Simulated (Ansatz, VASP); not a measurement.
KF: VASP beside Ansatz

```
CELL_PARAMETERS angstrom
0.00000 2.93540 2.76662
2.93540 0.00000 2.76662
2.93540 2.93540 0.00000
ATOMIC_POSITIONS crystal
K 0.00000 0.00000 0.00000
F 0.25000 0.25000 0.25000
```

Change from the starting cell: uniaxial_z strain -5.8%.

Alike in both runs: task single point; functional r2SCAN; k mesh 8 × 8 × 8; no spin polarisation.

|  | VASP | Ansatz |
| --- | --- | --- |
| version | VASP 6.6.1 | Ansatz 0.2.0 |
| potentials or method | VASP PAW PBE potentials, release 64 (K_sv, F) | plane waves, PAW |
| plane-wave cutoff (eV) | 520 | 500 |
| occupations | gaussian, width 0.01 eV | fixed |
| valence electrons in the cell | 16 | 16 |

VASP gave:

* gap on the k mesh at the Fermi level (eV): 5.88
* pressure (GPa): 1.6
* traceless stress, the component that is largest in VASP (GPa): -0.13

Problem. Estimate Ansatz's values.

Solution. gap on the k mesh at the Fermi level (eV): 5.89; pressure (GPa): 1.6; traceless stress, the component that is largest in VASP (GPa): -0.11.

VASP's potentials were made for PBE, not for r2SCAN.
